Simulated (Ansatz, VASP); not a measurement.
## Ga: VASP beside Ansatz

INCAR

```
ALGO = Fast
EDIFF = 1E-6
ENCUT = 520
GGA = PS
ISIF = 2
ISMEAR = 0
LASPH = True
LCHARG = False
LREAL = False
LWAVE = False
NBANDS = 34
NELM = 100
PREC = Accurate
SIGMA = 0.15
```

Contents of KPOINTS:

```
k-points
0
Gamma
  10 10 10
```

Contents of POSCAR:

```
Ga
1.0
    2.2350478178     -3.7986615528      0.0000000000
    2.2350478178      3.7986615528      0.0000000000
    0.0000000000      0.0000000000      5.1632425381
Ga
4
Direct
    0.1559156097      0.8440843903      0.0832479706
    0.6559156097      0.3440843903      0.4167520294
    0.8440843903      0.1559156097      0.9167520294
    0.3440843903      0.6559156097      0.5832479706
```

Input for Ansatz:

```yaml
crystal:
  lattice:
    - [2.2350478178, -3.7986615528, 0.0]
    - [2.2350478178, 3.7986615528, 0.0]
    - [0.0, 0.0, 5.1632425381]
  atoms:
    - { symbol: Ga, position: [0.1559156097, 0.8440843903, 0.0832479706] }
    - { symbol: Ga, position: [0.6559156097, 0.3440843903, 0.4167520294] }
    - { symbol: Ga, position: [0.8440843903, 0.1559156097, 0.9167520294] }
    - { symbol: Ga, position: [0.3440843903, 0.6559156097, 0.5832479706] }
basis:
  ecutwfc: 420
kpoints:
  mp_grid: { grid: [10, 10, 10] }
hamiltonian:
  xc: pbesol
scf:
  occupations: { method: gaussian, width: 0.15 }
output:
  forces: true
  stress: true
  eigenvalues: true
```

Change from the starting cell: engineering shear strain xz +0.0000, normal strain along z +0.1500.

Alike in both runs: task single point; functional PBEsol; k mesh 10 × 10 × 10; occupations gaussian, width 0.15 eV; no spin polarisation.

```csv
,VASP,Ansatz
version,VASP 6.6.1,Ansatz 0.2.0
potentials or method,"VASP PAW PBE potentials, release 64 (Ga_d), cutoff 520 eV","scalar-relativistic, plane waves, PAW"
valence electrons in the cell,52,52
```

```tsv
	VASP	Ansatz	Ansatz less VASP
gap on the k mesh at the Fermi level (eV)	none	none	-
pressure (GPa)	-5.1	-5.1	-0.01
traceless stress, the component that is largest in VASP (GPa)	3.30	3.31	+0.017
rms of the force components (eV/Å)	0.171	0.172	+0.0015
```

VASP's potentials were made for PBE, not for PBEsol. Atom by atom the forces differ by 0.002 eV/Å (rms over components). A gap of «none» marks a metal or a gap that the smearing closes.
